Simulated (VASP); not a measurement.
# SnO2 in VASP: further runs

SnO2 is run at these levels: PBE; tasks: single point.

All numbers are computed with VASP 6.6.1; they aren't measurements. Logs are shortened: lines on timing, memory, paths and dates and some standing lists are left out, and cuts for length are marked.

**1. The cell of the first run**

The typed cell holds 6 atoms: a = 4.729 Å, b = 4.729 Å, c = 3.375 Å, α = 90.00°, β = 90.00°, γ = 90.00°.

**2. Single point, PBE**

INCAR reads:

```
ALGO = Normal ; EDIFF = 1E-6
ENCUT = 520 ; GGA = PE
ISIF = 2 ; ISMEAR = 0
LASPH = True ; LCHARG = False
LREAL = False ; LWAVE = False
NBANDS = 35 ; NELM = 80
PREC = Accurate ; SIGMA = 0.05
```

KPOINTS reads:

```
k-points
0
Gamma
  6 6 8
```

POSCAR reads:

```
SnO2
1.0
    4.7289933970      0.0000000000      0.0000000000
    0.0000000000      4.7290067813      0.0000000000
    0.0000000000      0.0000000000      3.3746096881
Sn O
2 4
Direct
    0.5000000000      0.5000000000      0.5000000000
    0.0000000000      0.0000000000      0.0000000000
    0.2772793161      0.2773372085      0.0000000000
    0.7772793161      0.2226627915      0.5000000000
    0.2227206839      0.7773372085      0.5000000000
    0.7227206839      0.7226627915      0.0000000000
```

Potentials or basis: VASP PAW PBE potentials, release 64 (Sn_d, O).

Command:

```sh
$ cat potpaw_PBE.64/Sn_d/POTCAR potpaw_PBE.64/O/POTCAR > POTCAR
$ mpirun -np 1 vasp_std > vasp.out
```

OUTCAR:

```text
EDIFF = 1E-6
   ENCUT = 520
   GGA = PE
   ISIF = 2
   ISMEAR = 0
   LASPH = True
   LREAL = False
   NELM = 80
   PREC = Accurate

 ion  position               nearest neighbor table
   1  0.500  0.500  0.500-   4 1.85   5 1.85   3 2.25   6 2.25   3 2.25   6 2.25   2 3.75   2 3.75
                             2 3.75   2 3.75   2 3.75   2 3.75   2 3.75   2 3.75
   2  0.000  0.000  0.000-   3 1.85   6 1.85   5 2.25   4 2.25   4 2.25   5 2.25   1 3.75   1 3.75
                             1 3.75   1 3.75   1 3.75   1 3.75   1 3.75   1 3.75
   3  0.277  0.277  0.000-   2 1.85   1 2.25   1 2.25
   4  0.777  0.223  0.500-   1 1.85   2 2.25   2 2.25
   5  0.223  0.777  0.500-   1 1.85   2 2.25   2 2.25
   6  0.723  0.723  0.000-   2 1.85   1 2.25   1 2.25

  LATTYP: Found a simple tetragonal cell.
 ALAT       =     4.7289933970
 C/A-ratio  =     0.7136000000

  Lattice vectors:

 A1 = (   4.7289933970,   0.0000000000,   0.0000000000)
 A2 = (   0.0000000000,   4.7290067813,   0.0000000000)
 A3 = (   0.0000000000,   0.0000000000,   3.3746096881)

Analysis of symmetry for initial positions (statically):
=====================================================================
 Subroutine PRICEL returns:
 Original cell was already a primitive cell.

 Routine SETGRP: Setting up the symmetry group for a
 simple tetragonal supercell.

 Subroutine GETGRP returns: Found  8 space group operations
 (whereof  4 operations were pure point group operations)
 out of a pool of 16 trial point group operations.

The static configuration has the point symmetry C_2h.
 The point group associated with its full space group is D_2h.

Analysis of symmetry for dynamics (positions and initial velocities):
=====================================================================
 Subroutine PRICEL returns:
 Original cell was already a primitive cell.

 Routine SETGRP: Setting up the symmetry group for a
 simple tetragonal supercell.

 Subroutine GETGRP returns: Found  8 space group operations
 (whereof  4 operations were pure point group operations)
 out of a pool of 16 trial point group operations.

The dynamic configuration has the point symmetry C_2h.
 The point group associated with its full space group is D_2h.

 Subroutine INISYM returns: Found  8 space group operations
 (whereof  4 operations are pure point group operations),
 and found     1 'primitive' translations

----------------------------------------------------------------------------------------

                                     Primitive cell

  volume of cell :      75.4679

  direct lattice vectors                    reciprocal lattice vectors
     4.728993397  0.000000000  0.000000000     0.211461492  0.000000000  0.000000000
     0.000000000  4.729006781  0.000000000     0.000000000  0.211460894  0.000000000
     0.000000000  0.000000000  3.374609688     0.000000000  0.000000000  0.296330566

  length of vectors
     4.728993397  4.729006781  3.374609688     0.211461492  0.211460894  0.296330566

  position of ions in fractional coordinates (direct lattice)
     0.500000000  0.500000000  0.500000000
     0.000000000  0.000000000  0.000000000
     0.277279316  0.277337209  0.000000000
     0.777279316  0.222662791  0.500000000
     0.222720684  0.777337209  0.500000000
     0.722720684  0.722662791  0.000000000

  ion indices of the primitive-cell ions
   primitive index   ion index
                 1           1
                 2           2
                 3           3
                 4           4
                 5           5
                 6           6

----------------------------------------------------------------------------------------

 KPOINTS: k-points

Automatic generation of k-mesh.
 Grid dimensions read from file:
 generate k-points for:    6    6    8

 Generating k-lattice:

  Cartesian coordinates                     Fractional coordinates (reciprocal lattice)
     0.035243582  0.000000000  0.000000000     0.166666667  0.000000000  0.000000000
     0.000000000  0.035243482  0.000000000     0.000000000  0.166666667  0.000000000
     0.000000000  0.000000000  0.037041321     0.000000000  0.000000000  0.125000000

  Length of vectors
     0.035243582  0.035243482  0.037041321

  Shift w.r.t. Gamma in fractional coordinates (k-lattice)
     0.000000000  0.000000000  0.000000000

 Subroutine IBZKPT returns following result:
 ===========================================

 Found     80 irreducible k-points:

 Following reciprocal coordinates:
            Coordinates               Weight
  0.000000  0.000000  0.000000      1.000000
  0.166667  0.000000  0.000000      2.000000
  0.000000  0.166667  0.000000      2.000000
  0.333333  0.000000  0.000000      2.000000
  0.000000  0.333333  0.000000      2.000000
  0.500000  0.000000  0.000000      1.000000
[... 16 lines left out ...]
  0.000000  0.500000  0.125000      2.000000
  0.166667  0.166667  0.125000      8.000000
 [... further k-points ...]
   k-points           NKPTS =     80   k-points in BZ     NKDIM =     80   number of bands    NBANDS=     35
   number of dos      NEDOS =    301   number of ions     NIONS =      6
   total plane-waves  NPLWV =  36288
   dimension x,y,z NGX =    36 NGY =   36 NGZ =   28
   dimension x,y,z NGXF=    72 NGYF=   72 NGZF=   56
   ions per type =               2   4
   NGX,Y,Z   is equivalent  to a cutoff of  12.66, 12.66, 13.79 a.u.
   NGXF,Y,Z  is equivalent  to a cutoff of  25.31, 25.31, 27.59 a.u.
 SYSTEM =  unknown system
   PREC   = accura    normal or accurate (medium, high low for compatibility)
   ISTART =      0    job   : 0-new  1-cont  2-samecut
   ICHARG =      2    charge: 1-file 2-atom 10-const
   ISPIN  =      1    spin polarized calculation?
   LNONCOLLINEAR =      F non collinear calculations
   LSORBIT =      F    spin-orbit coupling
   LASPH  =      T    aspherical Exc in radial PAW
   ENCUT  =  520.0 eV  38.22 Ry    6.18 a.u.   8.79  8.79  6.27*2*pi/ulx,y,z
   NELM   =     80;   NELMIN=  2; NELMDL= -5     # of ELM steps
   EDIFF  = 0.1E-05   stopping-criterion for ELM
   LREAL  =      F    real-space projection
[... 7 lines left out ...]
   TEBEG  =    0.0;   TEEND  =   0.0 temperature during run
   PSTRESS=    0.0 pullay stress
   NELECT =      52.0000    total number of electrons
   NUPDOWN=      -1.0000    fix difference up-down
   EMIN   =  10.00;   EMAX   =-10.00  energy-range for DOS
   EFERMI =   0.00;   METHOD = LEGACY
   ISMEAR =     0;   SIGMA  =   0.05  broadening in eV -4-tet -1-fermi 0-gaus
   EFERMI_NEDOS =   21; number of points for ismear=-14 and -15
   IALGO  =     38    algorithm
   IMIX   =      4    mixing-type and parameters
     AMIX     =   0.40;   BMIX     =  1.00
     AMIX_MAG =   1.60;   BMIX_MAG =  1.00
  volume/ion in A,a.u.               =      12.58        84.88
  Fermi-wavevector in a.u.,A,eV,Ry     =   1.445956  2.732461 28.446926  2.090790
  Thomas-Fermi vector in A             =   2.564080
   LORBIT       =      0    0 simple, 1 ext, 2 COOP (PROOUT), +10 PAW based schemes
   GGA     = PE    functional components
   LHFCALC =     F    Hartree Fock is set to
   AEXX    =    0.0000 exact exchange contribution
   IVDW    =     0    specifies the selected vdW correction
   LEPSILON=     F    determine dielectric tensor
   LRPA    =     F    only Hartree local field effects (RPA)
 non-spin polarized calculation
 Gauss-broadening in eV      SIGMA  =   0.05
  energy-cutoff  :      520.00
  volume of cell :       75.47
 maximum number of plane-waves:      2068
   NGX = 17   NGY = 17   NGZ = 13

 number of electron      51.9999995 magnetization

 Free energy of the ion-electron system (eV)
  ---------------------------------------------------
  ext. energy  EPLUGINS =         0.00000000
  ---------------------------------------------------
  free energy    TOTEN  =       -35.51330026 eV

  energy without entropy =      -35.51330026  energy(sigma->0) =      -35.51330026

 E-fermi :   5.8372     XC(G=0): -10.9921

 val. band max:        5.5449487132   @ k =   0.0000   0.0000   0.0000
 cond. band min:       6.0711358478   @ k =   0.0000   0.0000   0.0000
 fundamental gap:      0.5261871346
 Fermi energy:         5.8371707375

 k-point     1 :       0.0000    0.0000    0.0000
  band No.  band energies     occupation
      1     -16.0243      2.00000
      2     -15.5247      2.00000
      3     -14.7977      2.00000
      4     -14.7710      2.00000
      5     -14.7245      2.00000
      6     -14.7245      2.00000
[... 27 lines left out ...]
     34      18.5405      0.00000
     35      18.7558      0.00000

 k-point     2 :       0.1667    0.0000    0.0000
  band No.  band energies     occupation
      1     -15.9920      2.00000
      2     -15.5554      2.00000
      3     -14.7960      2.00000
      4     -14.7729      2.00000
      5     -14.7218      2.00000
      6     -14.7216      2.00000
[... 27 lines left out ...]
     34      18.1449      0.00000
     35      18.5229      0.00000

 k-point     3 :       0.0000    0.1667    0.0000
  band No.  band energies     occupation
      1     -15.9920      2.00000
      2     -15.5554      2.00000
      3     -14.7960      2.00000
      4     -14.7729      2.00000
      5     -14.7218      2.00000
      6     -14.7216      2.00000
[... 27 lines left out ...]
     34      18.1448      0.00000
     35      18.5226      0.00000
[... 723 lines left out ...]
 k-point    23 :       0.0000    0.5000    0.1250
  band No.  band energies     occupation
      1     -15.7825      2.00000
      2     -15.7825      2.00000
      3     -14.7714      2.00000
      4     -14.7714      2.00000
      5     -14.7290      2.00000
      6     -14.7290      2.00000
[... 27 lines left out ...]
     34      16.4227      0.00000
     35      18.7288      0.00000

 k-point    24 :       0.1667    0.1667    0.1250
  band No.  band energies     occupation
      1     -15.9477      2.00000
      2     -15.6035      2.00000
      3     -14.7776      2.00000
      4     -14.7768      2.00000
      5     -14.7578      2.00000
      6     -14.7363      2.00000
[... 27 lines left out ...]
     34      17.5635      0.00000
     35      18.1783      0.00000

 [... further k-points ...]
[... 5 lines left out ...]
  --------------------------------------------------------------------------------------
  -------------------------------------------------------------------------------------
  Total        7.7661673      7.7729333     -2.7740798     -0.0000000      0.0000000      0.0000000
  in kB      164.8751232    165.0187638    -58.8934972     -0.0000000      0.0000000      0.0000000
  external PRESSURE =      90.3334633 kB  Pullay stress =       0.0000000 kB

 VOLUME and BASIS-vectors are now :
 -----------------------------------------------------------------------------
  energy-cutoff  :      520.00
  volume of cell :       75.47
      direct lattice vectors                 reciprocal lattice vectors
     4.728993397  0.000000000  0.000000000     0.211461492  0.000000000  0.000000000
     0.000000000  4.729006781  0.000000000     0.000000000  0.211460894  0.000000000
     0.000000000  0.000000000  3.374609688     0.000000000  0.000000000  0.296330566

 POSITION                                       TOTAL-FORCE (eV/Angst)
 -----------------------------------------------------------------------------------
      2.36450      2.36450      1.68730         0.000000      0.000000      0.000000
      0.00000      0.00000      0.00000         0.000000      0.000000      0.000000
      1.31125      1.31153      0.00000         3.026908      3.026972     -0.000000
      3.67575      1.05297      1.68730         3.026908     -3.026972      0.000000
      1.05324      3.67603      1.68730        -3.026908      3.026972      0.000000
      3.41774      3.41748      0.00000        -3.026908     -3.026972      0.000000
 -----------------------------------------------------------------------------------
    total drift:                                0.000000      0.000000      0.000000

  FREE ENERGIE OF THE ION-ELECTRON SYSTEM (eV)
  ---------------------------------------------------
  free  energy   TOTEN  =       -35.5133002596 eV

  energy  without entropy=      -35.5133002596  energy(sigma->0) =      -35.51330026
```

Wall time 76 s (1 thread of Intel Xeon 6975P-C (Granite Rapids), shared host); peak memory 0.29 GiB.

Results:

| Item | Value |
| --- | --- |
| Free energy | -35.5133 eV |
| Pressure | 9.0 GPa |
| Largest force | 4.281 eV/Å |
| Band gap on the k mesh | 0.53 eV |

Forces in eV/Å, atoms in the order of the input:
```
Sn   0.000  0.000  0.000
Sn   0.000  0.000  0.000
O    3.027  3.027  0.000
O    3.027 -3.027  0.000
O   -3.027  3.027  0.000
O   -3.027 -3.027  0.000
```

Levels at points of the mesh, in eV from the valence-band top:
```csv
k point,band 22,band 23,band 24,band 25,band 26,band 27,band 28,band 29,band 30,band 31
"(0.00, 0.00, 0.00)",-1.35,-1.20,-0.77,-0.77,0.00,0.53,5.56,5.56,6.54,8.09
"(0.50, 0.00, 0.00)",-2.32,-1.22,-1.22,-0.52,-0.52,4.16,4.16,7.04,7.04,10.41
"(0.00, 0.50, 0.00)",-2.32,-1.22,-1.22,-0.52,-0.52,4.16,4.16,7.04,7.04,10.41
"(0.50, 0.50, 0.00)",-2.52,-1.46,-1.46,-0.76,-0.76,5.06,5.06,7.23,7.23,10.52
"(0.00, 0.00, 0.50)",-3.29,-1.64,-1.64,-1.16,-1.16,5.33,5.33,8.64,8.64,9.32
"(0.50, 0.00, 0.50)",-1.88,-1.00,-1.00,-0.60,-0.60,5.80,5.80,7.10,7.10,9.48
"(0.00, 0.50, 0.50)",-1.88,-1.00,-1.00,-0.60,-0.60,5.80,5.80,7.10,7.10,9.48
"(0.50, 0.50, 0.50)",-1.29,-0.68,-0.68,-0.59,-0.59,3.24,3.24,9.45,9.45,9.59
```

Caveat: the stress differs along the axes, from -6 to 17 GPa; semilocal functionals underestimate gaps, and a narrow one can read as zero; spin-orbit coupling is left out, which moves the levels of the heavy elements; forces of over 1 eV/Å act on the atoms, so gaps and moduli don't describe the material at rest.

**3. Single point, PBE**

INCAR reads:

```
SYSTEM = SnO2
PREC = Accurate ; ENCUT = 520
EDIFF = 1E-6 ; ISMEAR = 0
SIGMA = 0.05 ; LREAL = .False.
LASPH = .True. ; NELM = 100
ALGO = Normal ; ISIF = 2
LWAVE = .False. ; LCHARG = .False.
GGA = PE ; NBANDS = 35
```

KPOINTS reads:

```
regular mesh
0
Gamma
  6 6 8
  0 0 0
```

POSCAR reads:

```
SnO2
1.0
    4.7289933970      0.0000000000      0.0000000000
    0.0000000000      4.7290067813      0.0000000000
    0.0000000000      0.0000000000      3.3746096881
Sn O
2 4
Direct
    0.5000000000      0.5000000000      0.5000000000
    0.0000000000      0.0000000000      0.0000000000
    0.3358655675      0.3359234599      0.0000000000
    0.8358655675      0.1640765401      0.5000000000
    0.1641344325      0.8359234599      0.5000000000
    0.6641344325      0.6640765401      0.0000000000
```

Potentials or basis: VASP PAW PBE potentials, release 64 (Sn_d, O).

Command:

```sh
$ cat potpaw_PBE.64/Sn_d/POTCAR potpaw_PBE.64/O/POTCAR > POTCAR
$ mpirun -np 1 vasp_std > vasp.out
```

Run time: 81 s. Hardware: 1 thread of Intel Xeon 6975P-C (Granite Rapids), shared host; peak memory 0.29 GiB.

It converged, with:

```
Free energy            : -35.4632 eV
Pressure               : 9.7 GPa
Largest force          : 4.931 eV/Å
Band gap on the k mesh : 0.59 eV
```

Forces in eV/Å, atoms in the order of the input:
```
Sn   0.000  0.000  0.000
Sn   0.000  0.000  0.000
O   -3.487 -3.486  0.000
O   -3.487  3.486  0.000
O    3.487 -3.486  0.000
O    3.487  3.486  0.000
```

Stress tensor (GPa, compression positive):
```
10.86  0.00  0.00
 0.00 10.84  0.00
 0.00  0.00  7.54
```

Levels at points of the mesh, in eV from the valence-band top:
```tsv
k point	band 22	band 23	band 24	band 25	band 26	band 27	band 28	band 29	band 30	band 31
(0.00, 0.00, 0.00)	-1.21	-1.21	-0.36	-0.36	0.00	0.59	3.97	5.96	5.96	10.61
(0.50, 0.00, 0.00)	-1.23	-1.20	-1.20	-0.67	-0.67	3.57	3.57	6.01	6.01	9.61
(0.00, 0.50, 0.00)	-1.23	-1.20	-1.20	-0.67	-0.67	3.57	3.57	6.01	6.01	9.61
(0.50, 0.50, 0.00)	-1.29	-0.82	-0.82	-0.63	-0.63	3.10	3.10	6.49	6.49	9.88
(0.00, 0.00, 0.50)	-1.44	-1.35	-1.35	-1.35	-1.35	6.20	6.20	8.92	8.92	9.24
(0.50, 0.00, 0.50)	-1.74	-0.90	-0.90	-0.07	-0.07	6.59	6.59	7.17	7.17	9.43
(0.00, 0.50, 0.50)	-1.74	-0.90	-0.90	-0.07	-0.07	6.59	6.59	7.17	7.17	9.43
(0.50, 0.50, 0.50)	-1.37	-1.30	-1.30	-0.63	-0.63	5.79	5.79	7.61	7.61	9.63
```

Caveat: the cell stands under pressure; semilocal functionals underestimate gaps, and a narrow one can read as zero; spin-orbit coupling is left out, which moves the levels of the heavy elements; forces of over 1 eV/Å act on the atoms, so gaps and moduli don't describe the material at rest.

(Part 1 of 3 ends here.)
